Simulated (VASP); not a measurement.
# CdS (P6_3mc) in VASP: notebook

Aim: see how the results for CdS move with the level of theory and the settings. Levels: PBE, r2SCAN. Tasks: single point.

Everything below comes from runs of VASP 6.6.1. Logs are shortened: lines on timing, memory, paths and dates and some standing lists are left out, and cuts for length are marked.

## (1) The cell of the first run

Symmetry: P6_3mc, No. 186, hexagonal system. The conventional cell has a = 4.165 Å, b = 4.165 Å, c = 6.766 Å, α = 90.00°, β = 90.00°, γ = 120.00°. Within 3.4 Å of Cd (site symmetry 3m) lie 4 S at 2.54 to 2.55 Å. S (site symmetry 3m) has 4 Cd at 2.54 to 2.55 Å within 3.4 Å.

## (2) Single point, PBE

File INCAR:

```
ALGO = Normal
EDIFF = 1E-7
ENCUT = 520
GGA = PE
ISIF = 2
ISMEAR = 0
LASPH = True
LCHARG = False
LREAL = False
LWAVE = False
NBANDS = 26
NELM = 100
PREC = Accurate
SIGMA = 0.01
```

File KPOINTS:

```
k-points
0
Gamma
  12 12 4
```

File POSCAR:

```
CdS
1.0
    4.1646012620      0.0000000000      0.0000000000
   -2.0823006310      3.6066504895      0.0000000000
    0.0000000000      0.0000000000      6.7660105241
Cd S
2 2
Direct
    0.3333333333      0.6666666667     -0.0009631138
    0.6666666667      0.3333333333      0.4990368862
    0.3333333333      0.6666666667      0.3759631138
    0.6666666667      0.3333333333      0.8759631138
```

Potentials or basis: VASP PAW PBE potentials, release 64 (Cd, S).

On the command line:

```bash
$ cat potpaw_PBE.64/Cd/POTCAR potpaw_PBE.64/S/POTCAR > POTCAR
$ mpirun -np 1 vasp_std > vasp.out
```

OUTCAR:

```text
EDIFF = 1E-7
   ENCUT = 520
   GGA = PE
   ISIF = 2
   ISMEAR = 0
   LASPH = True
   LREAL = False
   NELM = 100
   PREC = Accurate

 ion  position               nearest neighbor table
   1  0.333  0.667  0.999-   4 2.54   4 2.54   4 2.54   3 2.55
   2  0.667  0.333  0.499-   3 2.54   3 2.54   3 2.54   4 2.55
   3  0.333  0.667  0.376-   2 2.54   2 2.54   2 2.54   1 2.55
   4  0.667  0.333  0.876-   1 2.54   1 2.54   1 2.54   2 2.55

  LATTYP: Found a hexagonal cell.
 ALAT       =     4.1646012620
 C/A-ratio  =     1.6246478590

  Lattice vectors:

 A1 = (   4.1646012620,   0.0000000000,   0.0000000000)
 A2 = (  -2.0823006310,   3.6066504895,   0.0000000000)
 A3 = (   0.0000000000,   0.0000000000,   6.7660105241)

Analysis of symmetry for initial positions (statically):
=====================================================================
 Subroutine PRICEL returns:
 Original cell was already a primitive cell.

 Routine SETGRP: Setting up the symmetry group for a
 hexagonal supercell.

 Subroutine GETGRP returns: Found 12 space group operations
 (whereof  6 operations were pure point group operations)
 out of a pool of 24 trial point group operations.

The static configuration has the point symmetry C_3v.
 The point group associated with its full space group is C_6v.

Analysis of symmetry for dynamics (positions and initial velocities):
=====================================================================
 Subroutine PRICEL returns:
 Original cell was already a primitive cell.

 Routine SETGRP: Setting up the symmetry group for a
 hexagonal supercell.

 Subroutine GETGRP returns: Found 12 space group operations
 (whereof  6 operations were pure point group operations)
 out of a pool of 24 trial point group operations.

The dynamic configuration has the point symmetry C_3v.
 The point group associated with its full space group is C_6v.

 Subroutine INISYM returns: Found 12 space group operations
 (whereof  6 operations are pure point group operations),
 and found     1 'primitive' translations

----------------------------------------------------------------------------------------

                                     Primitive cell

  volume of cell :     101.6272

  direct lattice vectors                    reciprocal lattice vectors
     4.164601262  0.000000000  0.000000000     0.240119026  0.138632784  0.000000000
[... 90 lines left out ...]
   EDIFF  = 0.1E-06   stopping-criterion for ELM
   LREAL  =      F    real-space projection
   EDIFFG = 0.1E-05   stopping-criterion for IOM
   NSW    =      0    number of steps for IOM
   IBRION =     -1    ionic relax: 0-MD 1-quasi-New 2-CG
   NFREE  =      0    steps in history (QN), initial steepest desc. (CG)
   ISIF   =      2    stress and relaxation
   ISYM   =      2    0-nonsym 1-usesym 2-fastsym
   POTIM  = 0.5000    time-step for ionic-motion
   TEBEG  =    0.0;   TEEND  =   0.0 temperature during run
   PSTRESS=    0.0 pullay stress
   NELECT =      36.0000    total number of electrons
   NUPDOWN=      -1.0000    fix difference up-down
   EMIN   =  10.00;   EMAX   =-10.00  energy-range for DOS
   EFERMI =   0.00;   METHOD = LEGACY
   ISMEAR =     0;   SIGMA  =   0.01  broadening in eV -4-tet -1-fermi 0-gaus
   EFERMI_NEDOS =   21; number of points for ismear=-14 and -15
   IALGO  =     38    algorithm
   IMIX   =      4    mixing-type and parameters
     AMIX     =   0.40;   BMIX     =  1.00
     AMIX_MAG =   1.60;   BMIX_MAG =  1.00
  volume/ion in A,a.u.               =      25.41       171.45
  Fermi-wavevector in a.u.,A,eV,Ry     =   1.158348  2.188960 18.255881  1.341769
  Thomas-Fermi vector in A             =   2.294951
   LORBIT       =      0    0 simple, 1 ext, 2 COOP (PROOUT), +10 PAW based schemes
   GGA     = PE    functional components
   LHFCALC =     F    Hartree Fock is set to
   AEXX    =    0.0000 exact exchange contribution
   IVDW    =     0    specifies the selected vdW correction
   LEPSILON=     F    determine dielectric tensor
   LRPA    =     F    only Hartree local field effects (RPA)
 non-spin polarized calculation
 Gauss-broadening in eV      SIGMA  =   0.01
  energy-cutoff  :      520.00
  volume of cell :      101.63
 maximum number of plane-waves:      2786
 NGX is ok and might be reduce to    32
   NGX = 15   NGY = 15   NGZ = 25

 number of electron      35.9999998 magnetization

 Free energy of the ion-electron system (eV)
  ---------------------------------------------------
  ext. energy  EPLUGINS =         0.00000000
  ---------------------------------------------------
  free energy    TOTEN  =       -12.28375702 eV

  energy without entropy =      -12.28375702  energy(sigma->0) =      -12.28375702

 E-fermi :   1.1802     XC(G=0):  -9.0324

 val. band max:        1.1088668567   @ k =   0.0000   0.0000   0.0000
 cond. band min:       2.2838775213   @ k =   0.0000   0.0000   0.0000
 fundamental gap:      1.1750106646
 Fermi energy:         1.1801944223

 k-point     1 :       0.0000    0.0000    0.0000
  band No.  band energies     occupation
      1     -11.1188      2.00000
      2     -10.7081      2.00000
      3      -6.5128      2.00000
      4      -6.5079      2.00000
      5      -6.5079      2.00000
      6      -6.4284      2.00000
[... 685 lines left out ...]
     25       8.9812      0.00000
     26      10.1464      0.00000

 [... further k-points ...]

------------------------ aborting loop because EDIFF is reached ----------------------------------------

  FORCE on cell =-STRESS in cart. coord.  units (eV):
  Direction    XX          YY          ZZ          XY          YZ          ZX
  --------------------------------------------------------------------------------------
  -------------------------------------------------------------------------------------
  Total        1.0654629      1.0654629      1.1165940      0.0000000     -0.0000000      0.0000000
  in kB       16.7972726     16.7972726     17.6033656      0.0000000     -0.0000000      0.0000000
  external PRESSURE =      17.0659703 kB  Pullay stress =       0.0000000 kB

 VOLUME and BASIS-vectors are now :
 -----------------------------------------------------------------------------
  energy-cutoff  :      520.00
  volume of cell :      101.63
      direct lattice vectors                 reciprocal lattice vectors
     4.164601262  0.000000000  0.000000000     0.240119026  0.138632784  0.000000000
    -2.082300631  3.606650489  0.000000000     0.000000000  0.277265569  0.000000000
     0.000000000  0.000000000  6.766010524     0.000000000  0.000000000  0.147797583

 POSITION                                       TOTAL-FORCE (eV/Angst)
 -----------------------------------------------------------------------------------
     -0.00000      2.40443      6.75949         0.000000     -0.000000      0.000961
      2.08230      1.20222      3.37649        -0.000000      0.000000      0.000961
     -0.00000      2.40443      2.54377         0.000000      0.000000     -0.000961
      2.08230      1.20222      5.92678        -0.000000     -0.000000     -0.000961
 -----------------------------------------------------------------------------------
    total drift:                               -0.000000     -0.000000     -0.001048

  FREE ENERGIE OF THE ION-ELECTRON SYSTEM (eV)
  ---------------------------------------------------
  free  energy   TOTEN  =       -12.2837570159 eV

  energy  without entropy=      -12.2837570159  energy(sigma->0) =      -12.28375702
```

It took 76 s on 1 thread of Intel Xeon 6975P-C (Granite Rapids), shared host; peak memory 0.28 GiB.

Results:

| Quantity | Value |
| --- | --- |
| Free energy | -12.2838 eV |
| Pressure | 1.7 GPa |
| Band gap on the k mesh | 1.18 eV |

A k mesh can miss the band edges.

## (3) Single point, r2SCAN

POSCAR is that of step 2.

File INCAR.step1:

```
SYSTEM = CdS
PREC = Accurate
ENCUT = 520
ISMEAR = 0
SIGMA = 0.01
LREAL = .False.
LASPH = .True.
NELM = 100
NBANDS = 26
GGA = PE
ALGO = Normal
EDIFF = 1E-4
LWAVE = .True.
LCHARG = .False.
```

File INCAR.step2:

```
SYSTEM = CdS
PREC = Accurate
ENCUT = 520
EDIFF = 1E-7
ISMEAR = 0
SIGMA = 0.01
LREAL = .False.
LASPH = .True.
NELM = 100
ALGO = Normal
ISIF = 2
LWAVE = .False.
LCHARG = .False.
METAGGA = R2SCAN
LMIXTAU = .True.
NBANDS = 26
ISTART = 1
```

File KPOINTS:

```
regular mesh
0
Gamma
  12 12 4
  0 0 0
```

Potentials or basis: VASP PAW PBE potentials, release 64 (Cd, S).

On the command line:

```bash
$ cat potpaw_PBE.64/Cd/POTCAR potpaw_PBE.64/S/POTCAR > POTCAR
$ cp INCAR.step1 INCAR
$ mpirun -np 1 vasp_std > vasp.out
$ cp INCAR.step2 INCAR
$ mpirun -np 1 vasp_std > vasp.out
```

It took 4.3 min on 1 thread of Intel Xeon 6975P-C (Granite Rapids), shared host; peak memory 0.31 GiB.

Results (log left out):

```yaml
Free_energy: -59.3825 eV
Pressure: 0.3 GPa
Band_gap_on_the_k_mesh: 1.63 eV
```

Levels at points of the mesh, in eV from the valence-band top:
```tsv
k point	band 16	band 17	band 18	band 19	band 20	band 21
(0.00, 0.00, 0.00)	-0.04	0.00	0.00	1.63	3.22	6.99
(0.50, 0.00, 0.00)	-1.85	-1.26	-0.74	4.15	4.25	5.43
(0.00, 0.00, 0.50)	-0.38	-0.38	-0.38	3.26	3.26	6.62
(0.50, 0.00, 0.50)	-1.33	-1.30	-1.30	3.87	3.87	5.79
```

Caveat: the PAW data sets were made with another functional, which shifts forces and pressure a little. A k mesh can miss the band edges.
